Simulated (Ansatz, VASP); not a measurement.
# One calculation of InP, two programs

INCAR

```
PREC = Accurate
ENCUT = 520
EDIFF = 1E-6
ISMEAR = 0
SIGMA = 0.15
LREAL = False
LASPH = True
NELM = 60
ALGO = Normal
ISIF = 2
LWAVE = False
LCHARG = False
GGA = PE
NBANDS = 16
```

Contents of KPOINTS:

```
regular mesh
0
Gamma
  14 14 14
```

File POSCAR:

```
InP
1.0
    0.0000000000      2.7701982124      2.7701982124
    2.7701982124      0.0000000000      2.7701982124
    2.7701982124      2.7701982124      0.0000000000
In P
1 1
Direct
   -0.0068507361      0.0068507361      0.0068507361
    0.5253952947      0.4746047053      0.4746047053
```

Input for Ansatz:

```yaml
crystal:
  lattice:
    - [0.0, 2.7701982124, 2.7701982124]
    - [2.7701982124, 0.0, 2.7701982124]
    - [2.7701982124, 2.7701982124, 0.0]
  atoms:
    - { symbol: In, position: [-0.0068507361, 0.0068507361, 0.0068507361] }
    - { symbol: P, position: [0.5253952947, 0.4746047053, 0.4746047053] }
basis:
  ecutwfc: 420
kpoints:
  mp_grid: { grid: [14, 14, 14] }
hamiltonian:
  xc: pbe
  pseudopotentials: { kind: paw, azcp: { folder: soft_1 } }
scf:
  occupations: { method: gaussian, width: 0.15 }
output:
  forces: true
  stress: true
  eigenvalues: true
```

Change from the starting cell: mode 4 frozen in at -0.141 Å, normal strain along x +0.0000.

Alike in both runs: task single point; functional PBE; k mesh 14 × 14 × 14; occupations gaussian, width 0.15 eV; no spin polarisation.

|  | VASP | Ansatz |
| --- | --- | --- |
| version | VASP 6.6.1 | Ansatz 0.2.0 |
| potentials or method | VASP PAW PBE potentials, release 64 (In_d, P), cutoff 520 eV | scalar-relativistic, plane waves, PAW |
| valence electrons in the cell | 18 | 18 |

Ansatz gave:

```
gap on the k mesh at the Fermi level (eV)                     : none
pressure (GPa)                                                : 0.9
traceless stress, the component that is largest in VASP (GPa) : 2.66
rms of the force components (eV/Å)                            : 0.268
```

Question: Estimate VASP's values.

Answer: gap on the k mesh at the Fermi level (eV): none; pressure (GPa): 0.9; traceless stress, the component that is largest in VASP (GPa): 2.64; rms of the force components (eV/Å): 0.267.

Atom by atom the forces differ by 0.001 eV/Å (rms over components). A gap of «none» marks a metal or a gap that the smearing closes. With one functional, cell and mesh, what is left measures potentials, basis and numerics.
